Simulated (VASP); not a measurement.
# InP (rocksalt type) (Fm-3m) in VASP: further runs, part 2 of 2

VASP 6.6.1. Earlier steps stand in the parts before.

## Step 3: Single point, r2SCAN (11.41 Å³/atom)

Input file POSCAR:

```
InP
1.0
    0.0000000000      2.2512957794      2.2512957794
    2.2512957794      0.0000000000      2.2512957794
    2.2512957794      2.2512957794      0.0000000000
In P
1 1
Direct
    0.0000000000      0.0000000000      0.0000000000
    0.5000000000      0.5000000000      0.5000000000
```

Input file INCAR.step1:

```
ALGO     = Normal         # electronic algorithm
EDIFF    = 1E-4           # SCF threshold, eV
ENCUT    = 520            # plane-wave cutoff, eV
GGA      = PE             # functional
ISMEAR   = -1             # smearing method
LASPH    = T              # aspherical terms in the spheres
LCHARG   = F              # write CHGCAR
LREAL    = F              # projectors in reciprocal space
LWAVE    = T              # write WAVECAR
NBANDS   = 16             # bands
NELM     = 60             # most SCF steps
PREC     = Accurate       # precision mode
SIGMA    = 0.05           # smearing width, eV
```

Input file INCAR.step2:

```
ALGO     = Normal         # electronic algorithm
EDIFF    = 1E-7           # SCF threshold, eV
ENCUT    = 520            # plane-wave cutoff, eV
ISIF     = 2              # what is computed and relaxed
ISMEAR   = -1             # smearing method
ISTART   = 1            
LASPH    = T              # aspherical terms in the spheres
LCHARG   = F              # write CHGCAR
LMIXTAU  = T            
LREAL    = F              # projectors in reciprocal space
LWAVE    = F              # write WAVECAR
METAGGA  = R2SCAN         # meta-GGA
NBANDS   = 16             # bands
NELM     = 60             # most SCF steps
PREC     = Accurate       # precision mode
SIGMA    = 0.05           # smearing width, eV
```

Input file KPOINTS:

```
k-points
0
Gamma
  14 14 14
```

Potentials or basis: VASP PAW PBE potentials, release 64 (In_d, P).

The run is started by

```
$ cat potpaw_PBE.64/In_d/POTCAR potpaw_PBE.64/P/POTCAR > POTCAR
$ cp INCAR.step1 INCAR
$ mpirun -np 1 vasp_std > vasp.out
$ cp INCAR.step2 INCAR
$ mpirun -np 1 vasp_std > vasp.out
```

OUTCAR:

```text
EDIFF = 1E-7
   ENCUT = 520
   ISIF = 2
   ISMEAR = -1
   ISTART = 1
   LASPH = T
   LREAL = F
   METAGGA = R2SCAN
   NELM = 60
   PREC = Accurate

 ion  position               nearest neighbor table
   1  0.000  0.000  0.000-   2 2.25   2 2.25   2 2.25   2 2.25   2 2.25   2 2.25
   2  0.500  0.500  0.500-   1 2.25   1 2.25   1 2.25   1 2.25   1 2.25   1 2.25

  LATTYP: Found a face centered cubic cell.
 ALAT       =     4.5025915588

  Lattice vectors:

[... 643 lines left out ...]

  FORCE on cell =-STRESS in cart. coord.  units (eV):
  Direction    XX          YY          ZZ          XY          YZ          ZX
  --------------------------------------------------------------------------------------
  -------------------------------------------------------------------------------------
  Total       27.6898396     27.6898396     27.6898396     -0.0000000      0.0000000      0.0000000
  in kB     1944.0317598   1944.0317598   1944.0317598     -0.0000000      0.0000000      0.0000000
  external PRESSURE =    1944.0317598 kB  Pullay stress =       0.0000000 kB

 VOLUME and BASIS-vectors are now :
 -----------------------------------------------------------------------------
  energy-cutoff  :      520.00
  volume of cell :       22.82
      direct lattice vectors                 reciprocal lattice vectors
     0.000000000  2.251295779  2.251295779    -0.222094318  0.222094318  0.222094318
     2.251295779  0.000000000  2.251295779     0.222094318 -0.222094318  0.222094318
     2.251295779  2.251295779  0.000000000     0.222094318  0.222094318 -0.222094318

 POSITION                                       TOTAL-FORCE (eV/Angst)
 -----------------------------------------------------------------------------------
      0.00000      0.00000      0.00000         0.000000      0.000000      0.000000
      2.25130      2.25130      2.25130        -0.000000     -0.000000     -0.000000
 -----------------------------------------------------------------------------------
    total drift:                                0.000000     -0.000000     -0.000000

  FREE ENERGIE OF THE ION-ELECTRON SYSTEM (eV)
  ---------------------------------------------------
  free  energy   TOTEN  =       -25.1118566308 eV

  energy  without entropy=      -25.1092736637  energy(sigma->0) =      -25.11056515
```

OUTCAR.step1:

```text
EDIFF = 1E-4
   ENCUT = 520
   GGA = PE
   ISMEAR = -1
   LASPH = T
   LREAL = F
[... 674 lines left out ...]
 -----------------------------------------------------------------------------------
      0.00000      0.00000      0.00000        -0.000000     -0.000000      0.000000
      2.25130      2.25130      2.25130         0.000000      0.000000     -0.000000
 -----------------------------------------------------------------------------------
    total drift:                                0.000000     -0.000000     -0.000000

  FREE ENERGIE OF THE ION-ELECTRON SYSTEM (eV)
  ---------------------------------------------------
  free  energy   TOTEN  =        -1.2302048521 eV

  energy  without entropy=       -1.2276123836  energy(sigma->0) =       -1.22890862
```

Run time: 3.2 min. Hardware: 1 thread of Intel Xeon 8259CL, shared host; peak memory 0.17 GiB.

What came out:

```yaml
Free_energy: -25.1119 eV
Pressure: 194.4 GPa
Band_gap_on_the_k_mesh: zero (bands 9 and 10 overlap by 1.98 eV)
```

Caveat: the cell stands under pressure; the PAW data sets were made with another functional, which shifts forces and pressure a little; spin-orbit coupling is left out, which moves the levels of the heavy elements.

## Step 4: Single point, r2SCAN (13.28 Å³/atom)

This run uses another cell than the first one, of 13.28 Å³/atom.

Input file POSCAR:

```
InP
1.0
    0.0000000000      2.3679452243      2.3679452243
    2.3679452243      0.0000000000      2.3679452243
    2.3679452243      2.3679452243      0.0000000000
In P
1 1
Direct
    0.0000000000      0.0000000000      0.0000000000
    0.5000000000      0.5000000000      0.5000000000
```

Input file INCAR.step1:

```
SYSTEM = InP
ALGO = Normal
EDIFF = 1E-4
ENCUT = 520
GGA = PE
ISMEAR = -1
LASPH = .TRUE.
LCHARG = .FALSE.
LREAL = .FALSE.
LWAVE = .TRUE.
NBANDS = 16
NELM = 80
PREC = Accurate
SIGMA = 0.05
```

Input file INCAR.step2:

```
SYSTEM = InP
ALGO = Normal
EDIFF = 1E-6
ENCUT = 520
ISIF = 2
ISMEAR = -1
ISTART = 1
LASPH = .TRUE.
LCHARG = .FALSE.
LMIXTAU = .TRUE.
LREAL = .FALSE.
LWAVE = .FALSE.
METAGGA = R2SCAN
NBANDS = 16
NELM = 80
PREC = Accurate
SIGMA = 0.05
```

Input file KPOINTS:

```
k-points
0
G
  14 14 14
  0 0 0
```

The run is started by

```
$ cat potpaw_PBE.64/In_d/POTCAR potpaw_PBE.64/P/POTCAR > POTCAR
$ cp INCAR.step1 INCAR
$ mpirun -np 1 vasp_std > vasp.out
$ cp INCAR.step2 INCAR
$ mpirun -np 1 vasp_std > vasp.out
```

Run time: 6.1 min. Hardware: 1 thread of Intel Xeon 8259CL, shared host; peak memory 0.19 GiB.

It converged, with:

| Property | Result |
| --- | --- |
| Free energy | -28.4868 eV |
| Pressure | 104.3 GPa |
| Band gap on the k mesh | zero (bands 9 and 10 overlap by 2.18 eV) |

Levels at points of the mesh, in eV from the Fermi level:
```csv
k point,band 7,band 8,band 9,band 10,band 11,band 12
"(0.00, 0.00, 0.00)",-1.07,-1.07,-1.07,6.20,7.31,7.31
"(0.50, 0.00, 0.00)",-10.06,0.30,0.30,2.65,3.05,3.05
"(0.50, 0.50, 0.00)",-9.09,-4.70,-4.70,-1.79,2.89,15.16
```

Caveat: the cell stands under pressure; the PAW data sets were made with another functional, which shifts forces and pressure a little; spin-orbit coupling is left out, which moves the levels of the heavy elements.

## Step 5: Single point, r2SCAN (14.94 Å³/atom)

This run uses another cell than the first one, of 14.94 Å³/atom.

Input file POSCAR:

```
InP
1.0
    0.0000000000      2.4627622775      2.4627622775
    2.4627622775      0.0000000000      2.4627622775
    2.4627622775      2.4627622775      0.0000000000
In P
1 1
Direct
    0.0000000000      0.0000000000      0.0000000000
    0.5000000000      0.5000000000      0.5000000000
```

Input file INCAR.step1:

```
  PREC = Accurate
  ENCUT = 520
  ISMEAR = -1
  SIGMA = 0.05
  LREAL = False
  LASPH = True
  NELM = 80
  NBANDS = 16
  GGA = PE
  ALGO = Normal
  EDIFF = 1E-4
  LWAVE = True
  LCHARG = False
```

Input file INCAR.step2:

```
  PREC = Accurate
  ENCUT = 520
  EDIFF = 1E-7
  ISMEAR = -1
  SIGMA = 0.05
  LREAL = False
  LASPH = True
  NELM = 80
  ALGO = Normal
  ISIF = 2
  LWAVE = False
  LCHARG = False
  METAGGA = R2SCAN
  LMIXTAU = True
  NBANDS = 16
  ISTART = 1
```

Input file KPOINTS:

```
regular mesh
0
Gamma
  14 14 14
```

The run is started by

```
$ cat potpaw_PBE.64/In_d/POTCAR potpaw_PBE.64/P/POTCAR > POTCAR
$ cp INCAR.step1 INCAR
$ mpirun -np 1 vasp_std > vasp.out
$ cp INCAR.step2 INCAR
$ mpirun -np 1 vasp_std > vasp.out
```

Run time: 6.7 min. Hardware: 1 thread of Intel Xeon 8259CL, shared host; peak memory 0.2 GiB.

It converged, with:

- Free energy: -30.1430 eV
- Pressure: 59.2 GPa
- Band gap on the k mesh: zero (bands 9 and 10 overlap by 2.31 eV)

Levels at points of the mesh, in eV from the Fermi level:
| k point | band 7 | band 8 | band 9 | band 10 | band 11 | band 12 |
| --- | --- | --- | --- | --- | --- | --- |
| (0.00, 0.00, 0.00) | -0.82 | -0.82 | -0.82 | 4.67 | 7.40 | 7.40 |
| (0.50, 0.00, 0.00) | -9.16 | 0.21 | 0.21 | 2.86 | 3.32 | 3.32 |
| (0.50, 0.50, 0.00) | -7.91 | -4.02 | -4.02 | -1.96 | 3.27 | 14.00 |

Caveat: the cell stands under pressure; the PAW data sets were made with another functional, which shifts forces and pressure a little; spin-orbit coupling is left out, which moves the levels of the heavy elements.

## Step 6: Single point, r2SCAN (16.60 Å³/atom)

This run uses another cell than the first one, of 16.60 Å³/atom.

Input file POSCAR:

```
InP
1.0
    0.0000000000      2.5507916677      2.5507916677
    2.5507916677      0.0000000000      2.5507916677
    2.5507916677      2.5507916677      0.0000000000
In P
1 1
Direct
    0.0000000000      0.0000000000      0.0000000000
    0.5000000000      0.5000000000      0.5000000000
```

Input file INCAR.step1:

```
PREC = Accurate ; ENCUT = 520
ISMEAR = -1 ; SIGMA = 0.05
LREAL = F ; LASPH = T
NELM = 100 ; NBANDS = 16
GGA = PE ; ALGO = Normal
EDIFF = 1E-4 ; LWAVE = T
LCHARG = F
```

Input file INCAR.step2:

```
PREC = Accurate ; ENCUT = 520
EDIFF = 1E-6 ; ISMEAR = -1
SIGMA = 0.05 ; LREAL = F
LASPH = T ; NELM = 100
ALGO = Normal ; ISIF = 2
LWAVE = F ; LCHARG = F
METAGGA = R2SCAN ; LMIXTAU = T
NBANDS = 16 ; ISTART = 1
```

KPOINTS is that of step 5.

Potentials or basis: VASP PAW PBE potentials, release 64 (In_d, P).

The run is started by

```
$ cat potpaw_PBE.64/In_d/POTCAR potpaw_PBE.64/P/POTCAR > POTCAR
$ cp INCAR.step1 INCAR
$ mpirun -np 1 vasp_std > vasp.out
$ cp INCAR.step2 INCAR
$ mpirun -np 1 vasp_std > vasp.out
```

OUTCAR:

```text
PREC = Accurate
   ENCUT = 520
   EDIFF = 1E-6
   ISMEAR = -1
   LREAL = F
   LASPH = T
   NELM = 100
   ISIF = 2
   METAGGA = R2SCAN
   ISTART = 1

 ion  position               nearest neighbor table
   1  0.000  0.000  0.000-   2 2.55   2 2.55   2 2.55   2 2.55   2 2.55   2 2.55
   2  0.500  0.500  0.500-   1 2.55   1 2.55   1 2.55   1 2.55   1 2.55   1 2.55

  LATTYP: Found a face centered cubic cell.
 ALAT       =     5.1015833354

  Lattice vectors:

 A1 = (   0.0000000000,   2.5507916677,   2.5507916677)
 A2 = (   2.5507916677,   0.0000000000,   2.5507916677)
 A3 = (   2.5507916677,   2.5507916677,   0.0000000000)

Analysis of symmetry for initial positions (statically):
=====================================================================
 Subroutine PRICEL returns:
 Original cell was already a primitive cell.

 Routine SETGRP: Setting up the symmetry group for a
 face centered cubic supercell.

 Subroutine GETGRP returns: Found 48 space group operations
 (whereof 48 operations were pure point group operations)
 out of a pool of 48 trial point group operations.

The static configuration has the point symmetry O_h .

Analysis of symmetry for dynamics (positions and initial velocities):
[... 160 lines left out ...]
 val. band max:       10.3640501092   @ k =  -0.1429   0.2143   0.0714
 cond. band min:      10.4575180089   @ k =  -0.4286   0.4286   0.0714
 fundamental gap:      0.0934678997
 Fermi energy:        10.4210477256

 k-point     1 :       0.0000    0.0000    0.0000
  band No.  band energies     occupation
      1      -4.8794      2.00000
      2      -4.8794      2.00000
      3      -4.8126      2.00000
      4      -4.8126      2.00000
      5      -4.8126      2.00000
      6      -4.3506      2.00000
[... 433 lines left out ...]
      3      -4.8490      2.00000
      4      -4.7346      2.00000
      5      -4.6962      2.00000
      6      -2.9922      2.00000
[... 8 lines left out ...]
     15      21.6981      0.00000
     16      22.4673      0.00000

 [... further k-points ...]

------------------------ aborting loop because EDIFF is reached ----------------------------------------

  FORCE on cell =-STRESS in cart. coord.  units (eV):
  Direction    XX          YY          ZZ          XY          YZ          ZX
  --------------------------------------------------------------------------------------
  -------------------------------------------------------------------------------------
  Total        6.5728532      6.5728532      6.5728532     -0.0000000     -0.0000000      0.0000000
  in kB      317.2557840    317.2557840    317.2557840     -0.0000000     -0.0000000      0.0000000
  external PRESSURE =     317.2557840 kB  Pullay stress =       0.0000000 kB

 VOLUME and BASIS-vectors are now :
 -----------------------------------------------------------------------------
  energy-cutoff  :      520.00
  volume of cell :       33.19
      direct lattice vectors                 reciprocal lattice vectors
     0.000000000  2.550791668  2.550791668    -0.196017576  0.196017576  0.196017576
     2.550791668  0.000000000  2.550791668     0.196017576 -0.196017576  0.196017576
     2.550791668  2.550791668  0.000000000     0.196017576  0.196017576 -0.196017576

 POSITION                                       TOTAL-FORCE (eV/Angst)
 -----------------------------------------------------------------------------------
      0.00000      0.00000      0.00000         0.000000     -0.000000     -0.000000
      2.55079      2.55079      2.55079        -0.000000      0.000000      0.000000
 -----------------------------------------------------------------------------------
    total drift:                               -0.000000      0.000000      0.000000

  FREE ENERGIE OF THE ION-ELECTRON SYSTEM (eV)
  ---------------------------------------------------
  free  energy   TOTEN  =       -31.0636745195 eV

  energy  without entropy=      -31.0582743436  energy(sigma->0) =      -31.06097443
```

OUTCAR.step1:

```text
PREC = Accurate
   ENCUT = 520
   ISMEAR = -1
   LREAL = F
   LASPH = T
   NELM = 100
[... 674 lines left out ...]
 -----------------------------------------------------------------------------------
      0.00000      0.00000      0.00000         0.000000     -0.000000      0.000000
      2.55079      2.55079      2.55079        -0.000000      0.000000     -0.000000
 -----------------------------------------------------------------------------------
    total drift:                               -0.000000      0.000000      0.000000

  FREE ENERGIE OF THE ION-ELECTRON SYSTEM (eV)
  ---------------------------------------------------
  free  energy   TOTEN  =        -7.1634301417 eV

  energy  without entropy=       -7.1565834527  energy(sigma->0) =       -7.16000680
```

OSZICAR.step1:

```text
N       E                     dE             d eps       ncg     rms          rms(c)
DAV:   1     0.110262604533E+03    0.11026E+03   -0.86787E+03  3424   0.146E+03
DAV:   2    -0.121648209061E+01   -0.11148E+03   -0.10622E+03  3744   0.320E+02
DAV:   3    -0.743411961635E+01   -0.62176E+01   -0.61313E+01  4304   0.711E+01
DAV:   4    -0.757022804560E+01   -0.13611E+00   -0.13606E+00  4224   0.102E+01
DAV:   5    -0.757598430724E+01   -0.57563E-02   -0.57561E-02  4848   0.190E+00    0.752E+00
DAV:   6    -0.719756399353E+01    0.37842E+00   -0.56026E-01  5080   0.175E+01    0.436E+00
DAV:   7    -0.716612347829E+01    0.31441E-01   -0.13465E-01  5368   0.436E+00    0.158E+00
DAV:   8    -0.716348306973E+01    0.26404E-02   -0.11922E-02  4608   0.170E+00    0.402E-01
DAV:   9    -0.716343014166E+01    0.52928E-04   -0.80676E-04  5088   0.579E-01
   1 F= -.71634301E+01 E0= -.71600068E+01  d E =-.684669E-02
```

Wall time 5.1 min (1 thread of Intel Xeon 8259CL, shared host); peak memory 0.2 GiB.

What came out:

```
Free energy            : -31.0637 eV
Pressure               : 31.7 GPa
Band gap on the k mesh : zero (bands 9 and 10 overlap by 2.41 eV)
```

Caveat: the cell stands under pressure; the PAW data sets were made with another functional, which shifts forces and pressure a little; spin-orbit coupling is left out, which moves the levels of the heavy elements.

## Step 7: Summary

```csv
cell,gap on the mesh (eV),pressure (GPa)
"a = 3.184 Å, angles 60.0°, 2 atoms",none,194.4
"a = 3.349 Å, angles 60.0°, 2 atoms",none,104.3
"a = 3.483 Å, angles 60.0°, 2 atoms",none,59.2
"a = 3.607 Å, angles 60.0°, 2 atoms",none,31.7
```

Alike in all rows: task single point; level r2SCAN; potentials or basis VASP PAW PBE potentials, release 64 (In_d, P); no spin polarisation; k mesh 14 × 14 × 14; cutoff (eV) 520; smearing fermi-dirac 0.05 eV.

Caveats: the cell stands under pressure; the PAW data sets were made with another functional, which shifts forces and pressure a little; spin-orbit coupling is left out, which moves the levels of the heavy elements.

Absolute energies hang on the potentials; compare differences alone.

The gap in the log of VASP goes by the Fermi energy; the results here count the filled bands.